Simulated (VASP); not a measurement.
IrSe: single point with PBE

Crystal: IrSe.

```
Ir Se
1.0
     0.00000    2.81868    2.81868
     2.81868    0.00000    2.81868
     2.81868    2.81868    0.00000
Ir Se
1 1
Direct
  0.00000 0.00000 0.00000
  0.25000 0.25000 0.25000
```

```
Program             : VASP 6.6.1
Task                : single point
Functional          : PBE
Potentials or basis : VASP PAW PBE potentials, release 64 (Ir, Se)
Cutoff              : 520 eV
k mesh              : 10 × 10 × 10
Occupations         : gaussian, width 0.05 eV
Spin                : no spin polarisation
```

```
Pressure               : -4.1 GPa
Band gap on the k mesh : zero (an odd number of electrons rules out a gap without spin polarisation)
```

Levels at points of the mesh, in eV from the Fermi level:
| k point | band 3 | band 4 | band 5 | band 6 | band 7 | band 8 | band 9 | band 10 | band 11 | band 12 |
| --- | --- | --- | --- | --- | --- | --- | --- | --- | --- | --- |
| (0.00, 0.00, 0.00) | -5.63 | -5.63 | -2.30 | -2.30 | 0.66 | 2.90 | 2.90 | 2.90 | 6.70 | 6.70 |
| (0.50, 0.00, 0.00) | -5.26 | -5.26 | -2.07 | -2.07 | -1.90 | 0.98 | 0.98 | 2.89 | 8.08 | 8.08 |
| (0.50, 0.50, 0.00) | -4.53 | -4.53 | -2.56 | -1.99 | -1.76 | -0.91 | -0.91 | 4.86 | 5.62 | 9.85 |

It took 60 s on 1 thread of Intel Xeon 8259CL, on a shared host, peak memory 0.19 GiB.

Caveat: the cell stands under tension; spin-orbit coupling is left out, which moves the levels of the heavy elements.
